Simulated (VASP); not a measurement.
Set up this calculation in VASP 6.6.1, as the native input.

```
Task                   : single point
Functional             : PBE
Potentials or basis    : VASP PAW PBE potentials, release 64 (Cd, S)
Cutoff                 : 520 eV
k mesh                 : 8 × 8 × 8
Occupations            : fermi-dirac, width 0.02 eV
Spin                   : no spin polarisation
Dipole correction      : no
Further INCAR settings : ALGO = Normal; EDIFF = 1e-06; NBANDS = 16
```

The structure of CdS (Hawleyite) lies in POSCAR:

```
CdS
1.0
    0.0000000000      2.9392138902      2.8051857368
    2.9392138902      0.0000000000      2.8051857368
    2.9392138902      2.9392138902      0.0000000000
Cd S
1 1
Direct
    0.0000000000      0.0000000000      0.0000000000
    0.2500000000      0.2500000000      0.2500000000
```

This cell differs from its parent crystal: uniaxial z strain -4.6%.

These files were run (other wordings do the same):

INCAR

```
  PREC = Accurate
  ENCUT = 520
  EDIFF = 1E-6
  ISMEAR = -1
  SIGMA = 0.02
  LREAL = False
  LASPH = True
  NELM = 80
  ALGO = Normal
  ISIF = 2
  LWAVE = False
  LCHARG = False
  GGA = PE
  NBANDS = 16
```

KPOINTS

```
Automatic mesh
0
Gamma
  8 8 8
```

Potentials or basis: VASP PAW PBE potentials, release 64 (Cd, S).

The run is started by

```console
$ cat potpaw_PBE.64/Cd/POTCAR potpaw_PBE.64/S/POTCAR > POTCAR
$ mpirun -np 1 vasp_std > vasp.out
```

Results of the run:

The pressure is 4.8 GPa. The band gap on the k mesh is 1.11 eV, direct.

Caveat: the cell differs from its parent crystal (uniaxial z strain -4.6%).

Wall time 61 s on 1 thread of AMD EPYC 7R13 Processor (Zen 3), on a shared host, peak memory 0.16 GiB.
